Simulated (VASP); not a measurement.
A run of VASP 6.6.1 is set up as follows.

INCAR

```
PREC = Accurate
ENCUT = 520
EDIFF = 1E-8
ISMEAR = -1
SIGMA = 0.03
LREAL = F
LASPH = T
NELM = 100
ALGO = Normal
ISIF = 2
LWAVE = F
LCHARG = F
GGA = CA
LEFG = T
NBANDS = 15
```

File KPOINTS:

```
regular mesh
0
Gamma
  7 7 7
```

POSCAR

```
KCl
1.0
    0.0946830000      3.2034415000      3.2034415000
    3.2034415000      0.0946830000      3.2034415000
    3.2034415000      3.2034415000      0.0946830000
K Cl
1 1
Direct
    0.0000000000      0.0000000000      0.0000000000
    0.5000000000      0.5000000000      0.5000000000
```

Potentials or basis: VASP PAW LDA potentials, release 64 (K_sv, Cl).

Command:

```console
$ cat potpaw_LDA.64/K_sv/POTCAR potpaw_LDA.64/Cl/POTCAR > POTCAR
$ mpirun -np 1 vasp_std > vasp.out
```

(1) Estimate the pressure.

(2) Predict the band gap on the k mesh.

Answers

(1) -2.1 GPa.

(2) 4.68 eV, direct.

Caveat: the cell differs from its parent crystal (equal xy, yz and zx shear strains of +3 %); without QUAD_EFG the Cq values of the log hold for a quadrupole moment of 1 mb, not for the nuclei.
